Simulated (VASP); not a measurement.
Runs of VASP 6.6.1 on V. The structure is that of space group Cmce (No. 64), or close to it. The cells are those of the table. 

| task | spin | cell | cutoff (eV) | gap on the mesh (eV) | pressure (GPa) | moment (μB) | relaxed volume (Å³/atom) | largest force (eV/Å) |
| --- | --- | --- | --- | --- | --- | --- | --- | --- |
| relaxation of cell and atoms | off | relaxed from a = 4.034, b = 4.034, c = 4.105 Å, angles 90.0, 90.0, 118.9°, 4 atoms | 600 | none | -0.1 | - | (a) | 0.04 |
| single point | collinear, ferromagnetic start | a = 4.034, b = 4.034, c = 4.105 Å, angles 90.0, 90.0, 118.9°, 4 atoms | 520 | none | 6.3 | 0.00 | - | 0.53 |
| relaxation of cell and atoms | off | relaxed from a = 3.041, b = 3.041, c = 6.841 Å, angles 90.0, 90.0, 66.9°, 4 atoms | 600 | none | -0.3 | - | 13.01 | 0.03 |
| single point | collinear, ferromagnetic start | a = 3.041, b = 3.041, c = 6.841 Å, angles 90.0, 90.0, 66.9°, 4 atoms | 520 | none | (b) | 0.00 | - | 2.16 |

Alike in all rows: level PBEsol; potentials or basis VASP PAW PBE potentials, release 64 (V_sv); k mesh 6 × 6 × 4; smearing gaussian 0.1 eV.

Task: Fill in the values left out.

Result: (a) 13.39; (b) -2.8.

Caveats: all runs use coarse meshes; the PAW data sets were made with another functional, which shifts forces and pressure a little.

A gap of «none» marks levels without a gap at the run's occupations.
